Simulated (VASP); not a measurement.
# MgS (Fm-3m) in VASP: a series of runs

MgS is run at these levels: HSE06, PBE0; tasks: single point.

Program: VASP 6.6.1. These are calculated values, not measurements. Logs are shortened: lines on timing, memory, paths and dates and some standing lists are left out, and cuts for length are marked.

## 1. The cell of the first run

It takes space group Fm-3m (No. 225, cubic). The conventional cell has a = 5.203 Å, b = 5.203 Å, c = 5.203 Å, α = 90.00°, β = 90.00°, γ = 90.00°. Mg (site symmetry m-3m) has 6 S at 2.60 Å within 3.4 Å. Within 3.4 Å of S (site symmetry m-3m) lie 6 Mg at 2.60 Å.

## 2. Single point, HSE06

File POSCAR:

```
MgS
1.0
    0.0000000000      2.6015177410      2.6015177410
    2.6015177410      0.0000000000      2.6015177410
    2.6015177410      2.6015177410      0.0000000000
Mg S
1 1
Direct
    0.0000000000      0.0000000000      0.0000000000
    0.5000000000      0.5000000000      0.5000000000
```

File INCAR.step1:

```
PREC = Accurate
ENCUT = 520
EDIFF = 1E-5
ISMEAR = 0
SIGMA = 0.01
LREAL = False
LASPH = True
NELM = 100
ALGO = Normal
ISIF = 2
LWAVE = True
LCHARG = False
NBANDS = 11
GGA = PE
```

File INCAR.step2:

```
PREC = Accurate
ENCUT = 520
EDIFF = 1E-6
ISMEAR = 0
SIGMA = 0.01
LREAL = False
LASPH = True
NELM = 100
ALGO = Normal
ISIF = 2
LWAVE = False
LCHARG = False
GGA = PE
LHFCALC = True
HFSCREEN = 0.2079
PRECFOCK = Normal
NBANDS = 11
ISTART = 1
```

File KPOINTS:

```
regular mesh
0
Gamma
  6 6 6
```

Potentials or basis: VASP PAW PBE potentials, release 64 (Mg, S).

On the command line:

```bash
$ cat potpaw_PBE.64/Mg/POTCAR potpaw_PBE.64/S/POTCAR > POTCAR
$ cp INCAR.step1 INCAR
$ mpirun -np 1 vasp_std > vasp.out
$ cp INCAR.step2 INCAR
$ mpirun -np 1 vasp_std > vasp.out
```

OUTCAR:

```text
PREC = Accurate
   ENCUT = 520
   EDIFF = 1E-6
   ISMEAR = 0
   LREAL = False
   LASPH = True
   NELM = 100
   ISIF = 2
   GGA = PE
   LHFCALC = True
   HFSCREEN = 0.2079
   PRECFOCK = Normal
   ISTART = 1

 ion  position               nearest neighbor table
   1  0.000  0.000  0.000-   2 2.60   2 2.60   2 2.60   2 2.60   2 2.60   2 2.60
   2  0.500  0.500  0.500-   1 2.60   1 2.60   1 2.60   1 2.60   1 2.60   1 2.60

  LATTYP: Found a face centered cubic cell.
 ALAT       =     5.2030354820

  Lattice vectors:

 A1 = (   0.0000000000,   2.6015177410,   2.6015177410)
 A2 = (   2.6015177410,   0.0000000000,   2.6015177410)
 A3 = (   2.6015177410,   2.6015177410,   0.0000000000)

Analysis of symmetry for initial positions (statically):
=====================================================================
 Subroutine PRICEL returns:
 Original cell was already a primitive cell.

 Routine SETGRP: Setting up the symmetry group for a
 face centered cubic supercell.

 Subroutine GETGRP returns: Found 48 space group operations
 (whereof 48 operations were pure point group operations)
 out of a pool of 48 trial point group operations.

The static configuration has the point symmetry O_h .

Analysis of symmetry for dynamics (positions and initial velocities):
=====================================================================
 Subroutine PRICEL returns:
 Original cell was already a primitive cell.

 Routine SETGRP: Setting up the symmetry group for a
 face centered cubic supercell.

 Subroutine GETGRP returns: Found 48 space group operations
 (whereof 48 operations were pure point group operations)
 out of a pool of 48 trial point group operations.

The dynamic configuration has the point symmetry O_h .

 Subroutine INISYM returns: Found 48 space group operations
 (whereof 48 operations are pure point group operations),
 and found     1 'primitive' translations

----------------------------------------------------------------------------------------

                                     Primitive cell

  volume of cell :      35.2136

  direct lattice vectors                    reciprocal lattice vectors
     0.000000000  2.601517741  2.601517741    -0.192195499  0.192195499  0.192195499
     2.601517741  0.000000000  2.601517741     0.192195499 -0.192195499  0.192195499
     2.601517741  2.601517741  0.000000000     0.192195499  0.192195499 -0.192195499

  length of vectors
     3.679101672  3.679101672  3.679101672     0.332892369  0.332892369  0.332892369

  position of ions in fractional coordinates (direct lattice)
     0.000000000  0.000000000  0.000000000
     0.500000000  0.500000000  0.500000000

  ion indices of the primitive-cell ions
   primitive index   ion index
                 1           1
                 2           2

----------------------------------------------------------------------------------------

 KPOINTS: regular mesh

Automatic generation of k-mesh.
 Grid dimensions read from file:
 generate k-points for:    6    6    6

 Generating k-lattice:

  Cartesian coordinates                     Fractional coordinates (reciprocal lattice)
    -0.032032583  0.032032583  0.032032583     0.166666667  0.000000000  0.000000000
     0.032032583 -0.032032583  0.032032583     0.000000000  0.166666667  0.000000000
     0.032032583  0.032032583 -0.032032583     0.000000000  0.000000000  0.166666667

  Length of vectors
     0.055482061  0.055482061  0.055482061

  Shift w.r.t. Gamma in fractional coordinates (k-lattice)
     0.000000000  0.000000000  0.000000000

 Subroutine IBZKPT returns following result:
 ===========================================

 Found     16 irreducible k-points:

 Following reciprocal coordinates:
            Coordinates               Weight
  0.000000  0.000000  0.000000      1.000000
  0.166667  0.000000  0.000000      8.000000
  0.333333  0.000000  0.000000      8.000000
  0.500000  0.000000  0.000000      4.000000
  0.166667  0.166667  0.000000      6.000000
  0.333333  0.166667  0.000000     24.000000
[... 8 lines left out ...]
 -0.333333  0.333333  0.166667     24.000000
 -0.333333  0.500000  0.166667     12.000000
   k-points           NKPTS =     16   k-points in BZ     NKDIM =    216   number of bands    NBANDS=     11
   number of dos      NEDOS =    301   number of ions     NIONS =      2
   total plane-waves  NPLWV =  21952
   dimension x,y,z NGX =    28 NGY =   28 NGZ =   28
   dimension x,y,z NGXF=    56 NGYF=   56 NGZF=   56
   ions per type =               1   1
   NGX,Y,Z   is equivalent  to a cutoff of  12.65, 12.65, 12.65 a.u.
   NGXF,Y,Z  is equivalent  to a cutoff of  25.30, 25.30, 25.30 a.u.
 SYSTEM =  unknown system
   PREC   = accura    normal or accurate (medium, high low for compatibility)
   ISTART =      1    job   : 0-new  1-cont  2-samecut
   ICHARG =      0    charge: 1-file 2-atom 10-const
   ISPIN  =      1    spin polarized calculation?
   LNONCOLLINEAR =      F non collinear calculations
   LSORBIT =      F    spin-orbit coupling
   LASPH  =      T    aspherical Exc in radial PAW
   ENCUT  =  520.0 eV  38.22 Ry    6.18 a.u.   6.84  6.84  6.84*2*pi/ulx,y,z
   NELM   =    100;   NELMIN=  2; NELMDL=  0     # of ELM steps
   EDIFF  = 0.1E-05   stopping-criterion for ELM
   LREAL  =      F    real-space projection
   EDIFFG = 0.1E-04   stopping-criterion for IOM
   NSW    =      0    number of steps for IOM
   IBRION =     -1    ionic relax: 0-MD 1-quasi-New 2-CG
   NFREE  =      0    steps in history (QN), initial steepest desc. (CG)
   ISIF   =      2    stress and relaxation
   ISYM   =      3    0-nonsym 1-usesym 2-fastsym
   POTIM  = 0.5000    time-step for ionic-motion
   TEBEG  =    0.0;   TEEND  =   0.0 temperature during run
   PSTRESS=    0.0 pullay stress
   NELECT =       8.0000    total number of electrons
   NUPDOWN=      -1.0000    fix difference up-down
   EMIN   =  10.00;   EMAX   =-10.00  energy-range for DOS
   EFERMI =   0.00;   METHOD = LEGACY
   ISMEAR =     0;   SIGMA  =   0.01  broadening in eV -4-tet -1-fermi 0-gaus
   EFERMI_NEDOS =   21; number of points for ismear=-14 and -15
   IALGO  =     38    algorithm
   IMIX   =      1    mixing-type and parameters
     AMIX     =   0.40;   BMIX     =  1.00
     AMIX_MAG =   1.60;   BMIX_MAG =  1.00
  volume/ion in A,a.u.               =      17.61       118.82
  Fermi-wavevector in a.u.,A,eV,Ry     =   0.998929  1.887702 13.576703  0.997860
  Thomas-Fermi vector in A             =   2.131185
   LORBIT       =      0    0 simple, 1 ext, 2 COOP (PROOUT), +10 PAW based schemes
   GGA     = PE    functional components
   LHFCALC =     T    Hartree Fock is set to
   PRECFOCK=normal    Normal, Fast or Accurate (Low or Medium for compatibility)
   ENCUT4O =  -1.0   cutoff for four orbital integrals eV
   NKREDX  =     1    reduce k-point grid by
   NKREDY  =     1    reduce k-point grid by
   NKREDZ  =     1    reduce k-point grid by
   AEXX    =    0.2500 exact exchange contribution
   HFSCREEN=    0.2079 screening length (either q_TF or 0.3 A-1)
   HFSCREENC=   0.2079 screening length for correlation (either q_TF or 0.3 A-1)
   ENCUTFOCK=  -1.0 apply spherical cutoff to Coloumb kernel
   IVDW    =     0    specifies the selected vdW correction
   LEPSILON=     F    determine dielectric tensor
   LRPA    =     F    only Hartree local field effects (RPA)
 non-spin polarized calculation
 Gauss-broadening in eV      SIGMA  =   0.01
  energy-cutoff  :      520.00
  volume of cell :       35.21
 maximum number of plane-waves:       960
  NGX = 24; NGY = 24; NGZ = 24

 number of electron       8.0000000 magnetization

 Free energy of the ion-electron system (eV)
  ---------------------------------------------------
  ext. energy  EPLUGINS =         0.00000000
  ---------------------------------------------------
  free energy    TOTEN  =        -9.88697268 eV

  energy without entropy =       -9.88697268  energy(sigma->0) =       -9.88697268

 E-fermi :   3.1226     XC(G=0):  -8.0504

 val. band max:        3.0650361163   @ k =   0.0000   0.0000   0.0000
 cond. band min:       6.8161099654   @ k =   0.5000   0.5000   0.0000
 fundamental gap:      3.7510738491
 Fermi energy:         3.1226111647

 k-point     1 :       0.0000    0.0000    0.0000
  band No.  band energies     occupation
      1     -10.8992      2.00000
      2       3.0650      2.00000
      3       3.0650      2.00000
      4       3.0650      2.00000
      5       7.8610      0.00000
      6      12.1694      0.00000
      7      12.1694      0.00000
      8      12.1694      0.00000
      9      14.7541      0.00000
     10      14.7541      0.00000
     11      16.7986      0.00000

 k-point     2 :       0.1667    0.0000    0.0000
  band No.  band energies     occupation
      1     -10.6101      2.00000
      2       1.3368      2.00000
      3       2.8818      2.00000
      4       2.8818      2.00000
      5       8.9740      0.00000
      6      11.8846      0.00000
      7      12.4649      0.00000
      8      12.4649      0.00000
      9      14.0059      0.00000
     10      14.0059      0.00000
     11      16.8919      0.00000

 k-point     3 :       0.3333    0.0000    0.0000
  band No.  band energies     occupation
      1      -9.9124      2.00000
      2      -1.1053      2.00000
      3       2.5615      2.00000
      4       2.5615      2.00000
      5       8.8813      0.00000
      6      11.5711      0.00000
      7      11.5711      0.00000
      8      13.8225      0.00000
      9      15.9445      0.00000
     10      15.9483      0.00000
     11      15.9483      0.00000

 k-point     4 :       0.5000    0.0000    0.0000
  band No.  band energies     occupation
      1      -9.4672      2.00000
      2      -2.2048      2.00000
      3       2.4195      2.00000
      4       2.4195      2.00000
      5       8.6199      0.00000
      6      11.1171      0.00000
      7      11.1171      0.00000
      8      14.6579      0.00000
      9      16.5883      0.00000
     10      19.0216      0.00000
     11      19.0216      0.00000

 k-point     5 :       0.1667    0.1667    0.0000
  band No.  band energies     occupation
      1     -10.5160      2.00000
      2       1.4518      2.00000
      3       2.4882      2.00000
      4       2.4882      2.00000
      5       9.5299      0.00000
      6      10.6400      0.00000
      7      12.1964      0.00000
      8      13.3855      0.00000
      9      13.3855      0.00000
     10      15.2433      0.00000
     11      18.6872      0.00000
[... 99 lines left out ...]
 k-point    13 :       0.5000    0.5000    0.0000
  band No.  band energies     occupation
      1      -9.0544      2.00000
      2      -1.5311      2.00000
      3       1.2200      2.00000
      4       1.2200      2.00000
      5       6.8161      0.00000
      6       8.4025      0.00000
      7      16.5896      0.00000
      8      17.4033      0.00000
      9      17.9833      0.00000
     10      17.9833      0.00000
     11      20.5481      0.00000

 k-point    14 :       0.5000    0.3333    0.1667
  band No.  band energies     occupation
      1      -9.4353      2.00000
      2      -0.9380      2.00000
      3       0.6836      2.00000
      4       1.7372      2.00000
      5       9.4603      0.00000
      6      10.7669      0.00000
      7      11.5639      0.00000
      8      14.2867      0.00000
      9      16.0131      0.00000
     10      19.3649      0.00000
     11      20.0317      0.00000

 k-point    15 :      -0.3333    0.3333    0.1667
  band No.  band energies     occupation
      1      -9.1322      2.00000
      2      -1.2045      2.00000
      3       0.1146      2.00000
      4       1.3598      2.00000
      5       9.4892      0.00000
      6      10.9147      0.00000
      7      13.0059      0.00000
      8      13.2791      0.00000
      9      16.6977      0.00000
     10      18.5067      0.00000
     11      20.3947      0.00000

 k-point    16 :      -0.3333    0.5000    0.1667
  band No.  band energies     occupation
      1      -9.0185      2.00000
      2      -1.0376      2.00000
      3       0.2555      2.00000
      4       0.6952      2.00000
      5       8.5245      0.00000
      6      10.3430      0.00000
      7      13.5435      0.00000
      8      14.1880      0.00000
      9      18.4183      0.00000
     10      19.6650      0.00000
     11      20.1342      0.00000

------------------------ aborting loop because EDIFF is reached ----------------------------------------

  FORCE on cell =-STRESS in cart. coord.  units (eV):
  Direction    XX          YY          ZZ          XY          YZ          ZX
  --------------------------------------------------------------------------------------
  -------------------------------------------------------------------------------------
  Total       -0.1571883     -0.1571883     -0.1571883      0.0000000      0.0000000      0.0000000
  in kB       -7.1518844     -7.1518844     -7.1518844      0.0000000      0.0000000      0.0000000
  external PRESSURE =      -7.1518844 kB  Pullay stress =       0.0000000 kB

 VOLUME and BASIS-vectors are now :
 -----------------------------------------------------------------------------
  energy-cutoff  :      520.00
  volume of cell :       35.21
      direct lattice vectors                 reciprocal lattice vectors
     0.000000000  2.601517741  2.601517741    -0.192195499  0.192195499  0.192195499
     2.601517741  0.000000000  2.601517741     0.192195499 -0.192195499  0.192195499
     2.601517741  2.601517741  0.000000000     0.192195499  0.192195499 -0.192195499

 POSITION                                       TOTAL-FORCE (eV/Angst)
 -----------------------------------------------------------------------------------
      0.00000      0.00000      0.00000        -0.000000      0.000000      0.000000
      2.60152      2.60152      2.60152         0.000000      0.000000     -0.000000
 -----------------------------------------------------------------------------------
    total drift:                               -0.000057     -0.000082     -0.000082

  FREE ENERGIE OF THE ION-ELECTRON SYSTEM (eV)
  ---------------------------------------------------
  free  energy   TOTEN  =        -9.8869726827 eV

  energy  without entropy=       -9.8869726827  energy(sigma->0) =       -9.88697268
```

Run time: 43 min. Hardware: 1 thread of Intel Xeon 8259CL, shared host; peak memory 0.28 GiB.

What came out:

* Free energy: -9.8870 eV
* Pressure: -0.7 GPa
* Band gap on the k mesh: 3.75 eV (least direct gap 4.80 eV)

Levels at points of the mesh, in eV from the valence-band top:
```tsv
k point	band 1	band 2	band 3	band 4	band 5	band 6	band 7	band 8	band 9
(0.00, 0.00, 0.00)	-13.96	0.00	0.00	0.00	4.80	9.10	9.10	9.10	11.69
(0.50, 0.00, 0.00)	-12.53	-5.27	-0.65	-0.65	5.55	8.05	8.05	11.59	13.52
(0.50, 0.50, 0.00)	-12.12	-4.60	-1.84	-1.84	3.75	5.34	13.52	14.34	14.92
```

Caveat: the PAW data sets were made with another functional, which shifts forces and pressure a little. A k mesh can miss the band edges.

## 3. Single point, PBE0

POSCAR is that of step 2.

File INCAR.step1:

```
PREC = Accurate
ENCUT = 520
EDIFF = 1E-5
ISMEAR = 0
SIGMA = 0.01
LREAL = F
LASPH = T
NELM = 80
ALGO = Normal
ISIF = 2
LWAVE = T
LCHARG = F
GGA = PE
NBANDS = 11
```

File INCAR.step2:

```
PREC = Accurate
ENCUT = 520
EDIFF = 1E-6
ISMEAR = 0
SIGMA = 0.01
LREAL = F
LASPH = T
NELM = 80
ALGO = Normal
ISIF = 2
LWAVE = F
LCHARG = F
GGA = PE
LHFCALC = T
AEXX = 0.25
PRECFOCK = Normal
ISTART = 1
NBANDS = 11
```

KPOINTS is that of step 2.

Potentials or basis: VASP PAW PBE potentials, release 64 (Mg, S).

On the command line:

```bash
$ cat potpaw_PBE.64/Mg/POTCAR potpaw_PBE.64/S/POTCAR > POTCAR
$ cp INCAR.step1 INCAR
$ mpirun -np 1 vasp_std > vasp.out
$ cp INCAR.step2 INCAR
$ mpirun -np 1 vasp_std > vasp.out
```

It took 40 min on 1 thread of Intel Xeon 8259CL, shared host; peak memory 0.18 GiB.

The run converged. Its results:

```
Free energy            : -10.4507 eV
Pressure               : -0.7 GPa
Band gap on the k mesh : 4.49 eV (least direct gap 5.51 eV)
```

Levels at points of the mesh, in eV from the valence-band top:
```tsv
k point	band 1	band 2	band 3	band 4	band 5	band 6	band 7	band 8	band 9
(0.00, 0.00, 0.00)	-14.02	0.00	0.00	0.00	5.51	9.86	9.86	9.86	12.47
(0.50, 0.00, 0.00)	-12.58	-5.32	-0.65	-0.65	6.28	8.81	8.81	12.37	14.28
(0.50, 0.50, 0.00)	-12.17	-4.64	-1.86	-1.86	4.49	6.07	14.29	15.13	15.69
```

Caveat: the PAW data sets were made with another functional, which shifts forces and pressure a little.
